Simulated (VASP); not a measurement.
# LiSi16 (a cell with a defect) in VASP: a series of runs, part 2 of 2

VASP 6.6.1. Earlier steps stand in the parts before.

## Step 3: Single point, r2SCAN

File POSCAR:

```
LiSi16
1.0
    0.0000000000      5.4300000000      5.4300000000
    5.4300000000      0.0000000000      5.4300000000
    5.4300000000      5.4300000000      0.0000000000
Si Li
16 1
Direct
   -0.0040633517      0.0000139963      0.0001839779
    0.1068135359      0.1310279006      0.1312098527
   -0.0040609576      0.0000073665      0.5041276243
    0.1286041436      0.1189954880      0.6263295580
   -0.0040654696      0.5039435543      0.0001866483
    0.1285788214      0.6261604052      0.1191790055
    0.0187563536      0.4937121547      0.4938965009
    0.1285974217      0.6261524862      0.6263325967
    0.4790272560      0.0069484346      0.0071515654
    0.6225716390      0.1209283610      0.1211139963
    0.5052334254     -0.0155825967      0.5053050645
    0.6225771639      0.1209162063      0.6356690608
    0.5052031308      0.5051182320     -0.0153585635
    0.6225685083      0.6354600368      0.1211178637
    0.5052259669      0.5051230203      0.5053031308
    0.6476982505      0.6173822284      0.6176063536
    0.4635047882      0.3454233886      0.3457046041
```

File INCAR.step1:

```
SYSTEM = LiSi16
PREC     = Accurate       ! precision mode
ENCUT    = 520            ! plane-wave cutoff, eV
ISMEAR   = 0              ! smearing method
SIGMA    = 0.02           ! smearing width, eV
LREAL    = Auto         
LASPH    = .TRUE.         ! aspherical terms in the spheres
NELM     = 80             ! most SCF steps
NELECT   = 66.0         
NBANDS   = 48             ! bands
GGA      = PE             ! functional
ALGO     = Normal         ! electronic algorithm
EDIFF    = 1E-4           ! SCF threshold, eV
LWAVE    = .TRUE.         ! write WAVECAR
LCHARG   = .FALSE.        ! write CHGCAR
```

File INCAR.step2:

```
SYSTEM = LiSi16
PREC     = Accurate       ! precision mode
ENCUT    = 520            ! plane-wave cutoff, eV
EDIFF    = 1E-6           ! SCF threshold, eV
ISMEAR   = 0              ! smearing method
SIGMA    = 0.02           ! smearing width, eV
LREAL    = Auto         
LASPH    = .TRUE.         ! aspherical terms in the spheres
NELM     = 80             ! most SCF steps
ALGO     = Normal         ! electronic algorithm
ISIF     = 2              ! what is computed and relaxed
LWAVE    = .FALSE.        ! write WAVECAR
LCHARG   = .TRUE.         ! write CHGCAR
METAGGA  = R2SCAN         ! meta-GGA
LMIXTAU  = .TRUE.       
LELF     = .TRUE.         ! ELF
LVHAR    = .TRUE.       
NELECT   = 66.0         
NBANDS   = 48             ! bands
ISTART   = 1
```

File KPOINTS:

```
Automatic mesh
0
G
  2 2 2
  0 0 0
```

Potentials or basis: VASP PAW PBE potentials, release 64 (Si, Li_sv).

On the command line:

```
cat potpaw_PBE.64/Si/POTCAR potpaw_PBE.64/Li_sv/POTCAR > POTCAR
cp INCAR.step1 INCAR
mpirun -np 1 vasp_std > vasp.out
cp INCAR.step2 INCAR
mpirun -np 1 vasp_std > vasp.out
```

OUTCAR:

```text
SYSTEM = LiSi16
   PREC = Accurate
   ENCUT = 520
   EDIFF = 1E-6
   ISMEAR = 0
   LREAL = Auto
   LASPH = .TRUE.
   NELM = 80
   ISIF = 2
   METAGGA = R2SCAN
   NELECT = 66.0
   ISTART = 1

 ion  position               nearest neighbor table
   1  0.996  0.000  0.000-   2 2.34  10 2.34   6 2.34   4 2.34
   2  0.107  0.131  0.131-   9 2.33   5 2.34   1 2.34   3 2.34
   3  0.996  0.000  0.504-   2 2.34  12 2.34   8 2.34   4 2.34
[... 610 lines left out ...]
  Total       -3.5916212     -3.5931368     -3.5921608      0.7230649     -0.7244791      0.7272014
  in kB      -17.9709744    -17.9785580    -17.9736743      3.6179154     -3.6249910      3.6386125
  external PRESSURE =     -17.9744022 kB  Pullay stress =       0.0000000 kB

 VOLUME and BASIS-vectors are now :
 -----------------------------------------------------------------------------
  energy-cutoff  :      520.00
  volume of cell :      320.21
      direct lattice vectors                 reciprocal lattice vectors
     0.000000000  5.430000000  5.430000000    -0.092081031  0.092081031  0.092081031
     5.430000000  0.000000000  5.430000000     0.092081031 -0.092081031  0.092081031
     5.430000000  5.430000000  0.000000000     0.092081031  0.092081031 -0.092081031

 POSITION                                       TOTAL-FORCE (eV/Angst)
 -----------------------------------------------------------------------------------
      0.00107      5.40894      5.40801        -0.022110      0.036281      0.036113
      1.42395      1.29247      1.29148        -0.024873      0.025932      0.025385
      2.73745      8.14536      5.40799        -0.035816      0.022136      0.035866
      4.04711      4.09929      1.34447        -0.050623      0.051050     -0.014762
      2.73743      5.40894      8.14434        -0.035551      0.036273      0.022097
      4.04719      1.34533      4.09823        -0.050857     -0.013985      0.050734
[... 9 lines left out ...]
      6.70599      6.87060      6.86939        -0.045503      0.045886      0.045951
      3.75283      4.39401      4.39248         0.474370     -0.480453     -0.475724
 -----------------------------------------------------------------------------------
    total drift:                               -0.001935     -0.001387      0.001161

  FREE ENERGIE OF THE ION-ELECTRON SYSTEM (eV)
  ---------------------------------------------------
  free  energy   TOTEN  =      -147.5011339621 eV

  energy  without entropy=     -147.5011339621  energy(sigma->0) =     -147.50113396
```

OSZICAR.step1:

```text
N       E                     dE             d eps       ncg     rms          rms(c)
DAV:   1     0.175053075748E+03    0.17505E+03   -0.25059E+04   768   0.116E+03
DAV:   2    -0.754277531405E+02   -0.25048E+03   -0.23445E+03   944   0.189E+02
DAV:   3    -0.936974004792E+02   -0.18270E+02   -0.17927E+02  1120   0.431E+01
DAV:   4    -0.948203424537E+02   -0.11229E+01   -0.11135E+01  1224   0.980E+00
DAV:   5    -0.948551852812E+02   -0.34843E-01   -0.34839E-01  1032   0.143E+00    0.142E+01
DAV:   6    -0.937290926317E+02    0.11261E+01   -0.93739E-01   904   0.322E+00    0.871E+00
DAV:   7    -0.932241446701E+02    0.50495E+00   -0.15038E+00   936   0.369E+00    0.108E+00
DAV:   8    -0.932339623288E+02   -0.98177E-02   -0.14368E-01   880   0.139E+00    0.502E-01
DAV:   9    -0.932379362292E+02   -0.39739E-02   -0.11273E-02   944   0.382E-01    0.242E-01
DAV:  10    -0.932392954320E+02   -0.13592E-02   -0.16945E-03   880   0.136E-01    0.116E-01
DAV:  11    -0.932398782320E+02   -0.58280E-03   -0.60925E-04   880   0.905E-02    0.317E-02
DAV:  12    -0.932399131498E+02   -0.34918E-04   -0.60695E-05   568   0.291E-02
   1 F= -.93239913E+02 E0= -.93239913E+02  d E =-.561055E-28
```

It took 4.9 min on 1 thread of Intel Xeon 6975P-C (Granite Rapids), shared host; peak memory 0.55 GiB.

Results:

```
Free energy   : -147.5011 eV
Largest force : 0.826 eV/Å
```

Forces on the atoms (eV/Å):
```
Si  -0.022  0.036  0.036
Si  -0.025  0.026  0.025
Si  -0.036  0.022  0.036
Si  -0.051  0.051 -0.015
Si  -0.036  0.036  0.022
Si  -0.051 -0.014  0.051
Si   0.028 -0.028 -0.028
Si   0.014  0.051  0.051
Si  -0.040  0.040  0.040
Si  -0.008  0.060  0.060
Si  -0.021  0.022  0.041
Si  -0.060  0.008  0.060
Si  -0.022  0.041  0.022
Si  -0.060  0.060  0.008
Si  -0.041  0.021  0.021
Si  -0.046  0.046  0.046
Li   0.474 -0.480 -0.476
```

Caveat: the k points lie up to 0.50 Å⁻¹ apart; the cell carries a net charge on a neutralising background, which shifts energy and pressure; the cell is charged against a uniform background, so pressure and absolute levels hang on convention; the cutoff is under 1.25 times the usual one of these potentials, so pressure, stress and relaxed cells hold a basis-set (Pulay) error; the PAW data sets were made with another functional, which shifts forces and pressure a little.
